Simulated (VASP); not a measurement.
# Mn (P6_3/mmc) in VASP: notebook

The runs below take Mn through single point, with PBE.

Everything below comes from runs of VASP 6.6.1. Logs are shortened: lines on timing, memory, paths and dates and some standing lists are left out, and cuts for length are marked.

### 1 The cell of the first run

The structure is hexagonal, space group P6_3/mmc (No. 194). The conventional cell has a = 2.481 Å, b = 2.481 Å, c = 4.016 Å, α = 90.00°, β = 90.00°, γ = 120.00°. Mn (site symmetry -6m2) has 12 Mn at 2.47 to 2.48 Å within 3.3 Å.

This isn't the form of Mn at room conditions, which is a 58-atom cubic cell.

### 2 Single point, PBE, collinear spin, ferromagnetic start

File INCAR:

```
  ALGO = Normal
  EDIFF = 1E-6
  ENCUT = 520
  GGA = PE
  ISIF = 2
  ISMEAR = -1
  ISPIN = 2
  LASPH = True
  LCHARG = False
  LMAXMIX = 4
  LORBIT = 11
  LREAL = False
  LWAVE = False
  MAGMOM = 3 3
  NBANDS = 24
  NELM = 150
  PREC = Accurate
  SIGMA = 0.05
```

File KPOINTS:

```
k-points
0
Gamma
  14 14 8
```

File POSCAR:

```
Mn
1.0
    2.4811762454      0.0000000000      0.0000000000
   -1.2405881227      2.1487616598      0.0000000000
    0.0000000000      0.0000000000      4.0155080354
Mn
2
Direct
    0.3333333333      0.6666666667      0.2500000000
    0.6666666667      0.3333333333      0.7500000000
```

Potentials or basis: VASP PAW PBE potentials, release 64 (Mn_pv).

On the command line:

```bash
$ cat potpaw_PBE.64/Mn_pv/POTCAR > POTCAR
$ mpirun -np 1 vasp_std > vasp.out
```

OUTCAR:

```text
EDIFF = 1E-6
   ENCUT = 520
   GGA = PE
   ISIF = 2
   ISMEAR = -1
   ISPIN = 2
   LASPH = True
   LORBIT = 11
   LREAL = False
   NELM = 150
   PREC = Accurate

 ion  position               nearest neighbor table
   1  0.333  0.667  0.250-   2 2.47   2 2.47   2 2.47   2 2.47   2 2.47   2 2.47
   2  0.667  0.333  0.750-   1 2.47   1 2.47   1 2.47   1 2.47   1 2.47   1 2.47

  LATTYP: Found a hexagonal cell.
 ALAT       =     2.4811762454
 C/A-ratio  =     1.6183888762

  Lattice vectors:

 A1 = (   2.4811762454,   0.0000000000,   0.0000000000)
 A2 = (  -1.2405881227,   2.1487616598,   0.0000000000)
 A3 = (   0.0000000000,   0.0000000000,   4.0155080354)

Analysis of symmetry for initial positions (statically):
=====================================================================
 Subroutine PRICEL returns:
 Original cell was already a primitive cell.

 Routine SETGRP: Setting up the symmetry group for a
 hexagonal supercell.

 Subroutine GETGRP returns: Found 24 space group operations
 (whereof 12 operations were pure point group operations)
 out of a pool of 24 trial point group operations.

The static configuration has the point symmetry D_3d.
 The point group associated with its full space group is D_6h.

Analysis of symmetry for dynamics (positions and initial velocities):
=====================================================================
 Subroutine PRICEL returns:
 Original cell was already a primitive cell.

 Routine SETGRP: Setting up the symmetry group for a
 hexagonal supercell.

 Subroutine GETGRP returns: Found 24 space group operations
 (whereof 12 operations were pure point group operations)
 out of a pool of 24 trial point group operations.

The dynamic configuration has the point symmetry D_3d.
 The point group associated with its full space group is D_6h.

Analysis of structural, dynamic, and magnetic symmetry:
=====================================================================
 Subroutine PRICEL returns:
 Original cell was already a primitive cell.

 Routine SETGRP: Setting up the symmetry group for a
 hexagonal supercell.

 Subroutine GETGRP returns: Found 24 space group operations
 (whereof 12 operations were pure point group operations)
 out of a pool of 24 trial point group operations.

The overall configuration has the point symmetry D_3d.
 The point group associated with its full space group is D_6h.

 Subroutine INISYM returns: Found 24 space group operations
 (whereof 12 operations are pure point group operations),
 and found     1 'primitive' translations

----------------------------------------------------------------------------------------

                                     Primitive cell

  volume of cell :      21.4085

  direct lattice vectors                    reciprocal lattice vectors
     2.481176245  0.000000000  0.000000000     0.403034650  0.232692164  0.000000000
    -1.240588123  2.148761660  0.000000000     0.000000000  0.465384327  0.000000000
     0.000000000  0.000000000  4.015508035     0.000000000  0.000000000  0.249034491

  length of vectors
     2.481176245  2.481176245  4.015508035     0.465384328  0.465384327  0.249034491

  position of ions in fractional coordinates (direct lattice)
     0.333333333  0.666666667  0.250000000
     0.666666667  0.333333333  0.750000000

  ion indices of the primitive-cell ions
   primitive index   ion index
                 1           1
                 2           2

----------------------------------------------------------------------------------------

 KPOINTS: k-points

Automatic generation of k-mesh.
 Grid dimensions read from file:
 generate k-points for:   14   14    8

 Generating k-lattice:

  Cartesian coordinates                     Fractional coordinates (reciprocal lattice)
     0.028788189  0.016620869  0.000000000     0.071428571  0.000000000  0.000000000
     0.000000000  0.033241738  0.000000000     0.000000000  0.071428571  0.000000000
     0.000000000  0.000000000  0.031129311     0.000000000  0.000000000  0.125000000

  Length of vectors
     0.033241738  0.033241738  0.031129311

  Shift w.r.t. Gamma in fractional coordinates (k-lattice)
     0.000000000  0.000000000  0.000000000

 Subroutine IBZKPT returns following result:
 ===========================================

 Found    120 irreducible k-points:

 Following reciprocal coordinates:
            Coordinates               Weight
  0.000000  0.000000  0.000000      1.000000
  0.071429  0.000000  0.000000      6.000000
  0.142857  0.000000  0.000000      6.000000
  0.214286  0.000000  0.000000      6.000000
  0.285714  0.000000  0.000000      6.000000
  0.357143  0.000000  0.000000      6.000000
[... 16 lines left out ...]
  0.285714  0.285714  0.000000      6.000000
  0.357143  0.285714  0.000000      6.000000
 [... further k-points ...]
   k-points           NKPTS =    120   k-points in BZ     NKDIM =    120   number of bands    NBANDS=     24
   number of dos      NEDOS =    301   number of ions     NIONS =      2
   total plane-waves  NPLWV =   9720
   dimension x,y,z NGX =    18 NGY =   18 NGZ =   30
   dimension x,y,z NGXF=    36 NGYF=   36 NGZF=   60
   ions per type =               2
   NGX,Y,Z   is equivalent  to a cutoff of  12.06, 12.06, 12.42 a.u.
   NGXF,Y,Z  is equivalent  to a cutoff of  24.12, 24.12, 24.84 a.u.
 SYSTEM =  unknown system
   PREC   = accura    normal or accurate (medium, high low for compatibility)
   ISTART =      0    job   : 0-new  1-cont  2-samecut
   ICHARG =      2    charge: 1-file 2-atom 10-const
   ISPIN  =      2    spin polarized calculation?
   LNONCOLLINEAR =      F non collinear calculations
   LSORBIT =      F    spin-orbit coupling
   LASPH  =      T    aspherical Exc in radial PAW
   ENCUT  =  520.0 eV  38.22 Ry    6.18 a.u.   4.61  4.61  7.47*2*pi/ulx,y,z
   NELM   =    150;   NELMIN=  2; NELMDL= -5     # of ELM steps
   EDIFF  = 0.1E-05   stopping-criterion for ELM
   LREAL  =      F    real-space projection
   EDIFFG = 0.1E-04   stopping-criterion for IOM
   NSW    =      0    number of steps for IOM
   IBRION =     -1    ionic relax: 0-MD 1-quasi-New 2-CG
   NFREE  =      0    steps in history (QN), initial steepest desc. (CG)
   ISIF   =      2    stress and relaxation
   ISYM   =      2    0-nonsym 1-usesym 2-fastsym
   POTIM  = 0.5000    time-step for ionic-motion
   TEBEG  =    0.0;   TEEND  =   0.0 temperature during run
   PSTRESS=    0.0 pullay stress
   NELECT =      26.0000    total number of electrons
   NUPDOWN=      -1.0000    fix difference up-down
   EMIN   =  10.00;   EMAX   =-10.00  energy-range for DOS
   EFERMI =   0.00;   METHOD = LEGACY
   ISMEAR =    -1;   SIGMA  =   0.05  broadening in eV -4-tet -1-fermi 0-gaus
   EFERMI_NEDOS =   21; number of points for ismear=-14 and -15
   IALGO  =     38    algorithm
   IMIX   =      4    mixing-type and parameters
     AMIX     =   0.40;   BMIX     =  1.00
     AMIX_MAG =   1.60;   BMIX_MAG =  1.00
  volume/ion in A,a.u.               =      10.70        72.24
  Fermi-wavevector in a.u.,A,eV,Ry     =   1.746642  3.300674 41.508072  3.050757
  Thomas-Fermi vector in A             =   2.818096
   LORBIT       =     11    0 simple, 1 ext, 2 COOP (PROOUT), +10 PAW based schemes
   GGA     = PE    functional components
   LHFCALC =     F    Hartree Fock is set to
   AEXX    =    0.0000 exact exchange contribution
   IVDW    =     0    specifies the selected vdW correction
   LEPSILON=     F    determine dielectric tensor
   LRPA    =     F    only Hartree local field effects (RPA)
 spin polarized calculation
  energy-cutoff  :      520.00
  volume of cell :       21.41
 maximum number of plane-waves:       589
   NGX =  9   NGY =  9   NGZ = 15

 number of electron      26.0000028 magnetization      -0.0018646

 number of electron      26.0000028 magnetization       0.0001426

 Free energy of the ion-electron system (eV)
  ---------------------------------------------------
  ext. energy  EPLUGINS =         0.00000000
  ---------------------------------------------------
  free energy    TOTEN  =       -17.90090112 eV

  energy without entropy =      -17.87918145  energy(sigma->0) =      -17.89004129

 E-fermi :  10.4159     XC(G=0): -14.0429

 val. band max:       10.4085621809   @ k =   0.2857   0.2143   0.5000
 cond. band min:      10.4161540021   @ k =   0.2857   0.0000   0.5000
 fundamental gap:      0.0075918212
 Fermi energy:        10.4158545463

 spin component 1

 k-point     1 :       0.0000    0.0000    0.0000
  band No.  band energies     occupation
      1     -37.8545      1.00000
      2     -37.1860      1.00000
      3     -37.1860      1.00000
      4     -37.0803      1.00000
      5     -37.0803      1.00000
      6     -37.0702      1.00000
[... 16 lines left out ...]
     23      36.8903      0.00000
     24      36.8903      0.00000

 k-point     2 :       0.0714    0.0000    0.0000
  band No.  band energies     occupation
      1     -37.8416      1.00000
      2     -37.2142      1.00000
      3     -37.1951      1.00000
      4     -37.1096      1.00000
      5     -37.0844      1.00000
      6     -37.0750      1.00000
[... 16 lines left out ...]
     23      35.0308      0.00000
     24      36.1959      0.00000

 k-point     3 :       0.1429    0.0000    0.0000
  band No.  band energies     occupation
      1     -37.8043      1.00000
      2     -37.2936      1.00000
      3     -37.2200      1.00000
      4     -37.1908      1.00000
      5     -37.0966      1.00000
      6     -37.0897      1.00000
[... 16 lines left out ...]
     23      34.5590      0.00000
     24      35.0937      0.00000
[... 514 lines left out ...]
 k-point    23 :       0.2857    0.2857    0.0000
  band No.  band energies     occupation
      1     -37.6571      1.00000
      2     -37.5713      1.00000
      3     -37.4736      1.00000
      4     -37.4448      1.00000
      5     -37.3590      1.00000
      6     -37.3025      1.00000
[... 16 lines left out ...]
     23      27.3778      0.00000
     24      28.8943      0.00000

 k-point    24 :       0.3571    0.2857    0.0000
  band No.  band energies     occupation
      1     -37.6566      1.00000
      2     -37.5354      1.00000
      3     -37.5243      1.00000
      4     -37.4025      1.00000
      5     -37.3881      1.00000
      6     -37.3397      1.00000
[... 16 lines left out ...]
     23      27.0817      0.00000
     24      28.0178      0.00000

 [... further k-points ...]

 spin component 2

 k-point     1 :       0.0000    0.0000    0.0000
  band No.  band energies     occupation
      1     -37.8544      1.00000
      2     -37.1859      1.00000
      3     -37.1859      1.00000
      4     -37.0802      1.00000
      5     -37.0802      1.00000
      6     -37.0701      1.00000
[... 16 lines left out ...]
     23      36.8903      0.00000
     24      36.8904      0.00000

 k-point     2 :       0.0714    0.0000    0.0000
  band No.  band energies     occupation
      1     -37.8415      1.00000
      2     -37.2142      1.00000
      3     -37.1950      1.00000
      4     -37.1096      1.00000
      5     -37.0844      1.00000
      6     -37.0750      1.00000
[... 16 lines left out ...]
     23      35.0308      0.00000
     24      36.1959      0.00000

 k-point     3 :       0.1429    0.0000    0.0000
  band No.  band energies     occupation
      1     -37.8043      1.00000
      2     -37.2936      1.00000
      3     -37.2199      1.00000
      4     -37.1908      1.00000
      5     -37.0966      1.00000
      6     -37.0897      1.00000
[... 16 lines left out ...]
     23      34.5590      0.00000
     24      35.0937      0.00000
[... 514 lines left out ...]
 k-point    23 :       0.2857    0.2857    0.0000
  band No.  band energies     occupation
      1     -37.6571      1.00000
      2     -37.5713      1.00000
      3     -37.4736      1.00000
      4     -37.4448      1.00000
      5     -37.3589      1.00000
      6     -37.3024      1.00000
[... 16 lines left out ...]
     23      27.3778      0.00000
     24      28.8943      0.00000

 k-point    24 :       0.3571    0.2857    0.0000
  band No.  band energies     occupation
      1     -37.6565      1.00000
      2     -37.5354      1.00000
      3     -37.5243      1.00000
      4     -37.4025      1.00000
      5     -37.3881      1.00000
      6     -37.3397      1.00000
[... 16 lines left out ...]
     23      27.0817      0.00000
     24      28.0179      0.00000

 [... further k-points ...]

------------------------ aborting loop because EDIFF is reached ----------------------------------------

  FORCE on cell =-STRESS in cart. coord.  units (eV):
  Direction    XX          YY          ZZ          XY          YZ          ZX
  --------------------------------------------------------------------------------------
  -------------------------------------------------------------------------------------
  Total       -0.0128695     -0.0128695     -0.0356690     -0.0000000      0.0000000      0.0000000
  in kB       -0.9631302     -0.9631302     -2.6694060     -0.0000000      0.0000000      0.0000000
  external PRESSURE =      -1.5318888 kB  Pullay stress =       0.0000000 kB

 VOLUME and BASIS-vectors are now :
 -----------------------------------------------------------------------------
  energy-cutoff  :      520.00
  volume of cell :       21.41
      direct lattice vectors                 reciprocal lattice vectors
     2.481176245  0.000000000  0.000000000     0.403034650  0.232692164  0.000000000
    -1.240588123  2.148761660  0.000000000     0.000000000  0.465384327  0.000000000
     0.000000000  0.000000000  4.015508035     0.000000000  0.000000000  0.249034491

 POSITION                                       TOTAL-FORCE (eV/Angst)
 -----------------------------------------------------------------------------------
     -0.00000      1.43251      1.00388         0.000000     -0.000000      0.000000
      1.24059      0.71625      3.01163        -0.000000      0.000000      0.000000
 -----------------------------------------------------------------------------------
    total drift:                                0.000000     -0.000000      0.000000

  FREE ENERGIE OF THE ION-ELECTRON SYSTEM (eV)
  ---------------------------------------------------
  free  energy   TOTEN  =       -17.9009011202 eV

  energy  without entropy=      -17.8791814500  energy(sigma->0) =      -17.89004129

 total charge

# of ion       s       p       d       tot
------------------------------------------
    1        0.428   6.403   5.163  11.993
    2        0.428   6.403   5.163  11.993
--------------------------------------------------
tot          0.856  12.805  10.325  23.986

 magnetization (x)

# of ion       s       p       d       tot
------------------------------------------
    1        0.000   0.000   0.000   0.000
    2        0.000   0.000   0.000   0.000
--------------------------------------------------
tot          0.000   0.000   0.000   0.000
```

Wall time 46 s (1 thread of AMD EPYC 9R45 (Zen 5), shared host); peak memory 0.17 GiB.

Results:

```yaml
Free_energy: -17.9009 eV
Pressure: -0.2 GPa
Band_gap_on_the_k_mesh: zero (filled and empty bands overlap)
Net_moment: 0.00 μB per cell
Valence_electrons_inside_the_program's_atomic_spheres: Mn 11.99
```

(Continued in part 2 of 2.)
